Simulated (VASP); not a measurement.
Wanted: the native input for a VASP 6.6.1 run.

```yaml
Task: single point
Functional: PBE
Dispersion: D3(BJ)
Potentials_or_basis: VASP PAW PBE potentials, release 64 (Sb_d_GW)
Cutoff: 400 eV
k_mesh: 9 × 9 × 1
Occupations: gaussian, width 0.02 eV
Spin: no spin polarisation
Dipole_correction: yes
Second_run: valence_matched
Further_INCAR_settings: ALGO = Normal; EDIFF = 1e-06; NBANDS = 22; NELMDL = -8
```

The structure of Sb lies in POSCAR:

```
Sb
1.0
    3.9873114766      0.0000000000      0.0000000000
   -1.9936557383      3.4531130316      0.0000000000
    0.0000000000      0.0000000000     28.0000000000
Sb
2
Direct
    0.3333333333      0.6666666667      0.5299854677
    0.6666666667      0.3333333333      0.4700145323
```

This cell differs from its parent crystal: biaxial strain -0.020, then relaxed in part.

The input as run:

INCAR

```
ALGO     = Normal         # electronic algorithm
DIPOL    = 0.5 0.5 0.500
EDIFF    = 1E-6           # SCF threshold, eV
ENCUT    = 400            # plane-wave cutoff, eV
GGA      = PE             # functional
GGA_COMPAT= False        
IDIPOL   = 3            
ISIF     = 2              # what is computed and relaxed
ISMEAR   = 0              # smearing method
IVDW     = 12             # dispersion correction
LASPH    = True           # aspherical terms in the spheres
LCHARG   = False          # write CHGCAR
LDIPOL   = True         
LREAL    = False          # projectors in reciprocal space
LWAVE    = False          # write WAVECAR
NBANDS   = 22             # bands
NELM     = 120            # most SCF steps
NELMDL   = -8           
PREC     = Accurate       # precision mode
SIGMA    = 0.02           # smearing width, eV
```

KPOINTS

```
k-points
0
Gamma
  9 9 1
```

Potentials or basis: VASP PAW PBE potentials, release 64 (Sb_d_GW).

The run is started by

```sh
$ cat potpaw_PBE.64/Sb_d_GW/POTCAR > POTCAR
$ mpirun -np 1 vasp_std > vasp.out
```

Results of the run:

The largest force is 0.007 eV/Å, the band gap on the k mesh is 0.94 eV, indirect (least direct gap 1.77 eV) and the dispersion energy per atom is -0.246 eV.

Caveat: the cell differs from its parent crystal (biaxial strain -0.020, then relaxed in part); spin-orbit coupling is left out, which moves the levels of the heavy elements.

It took 89 s on 1 thread of Intel(R) Xeon(R) 6975P-C (Granite Rapids), with other jobs on the host, peak memory 0.4 GiB.
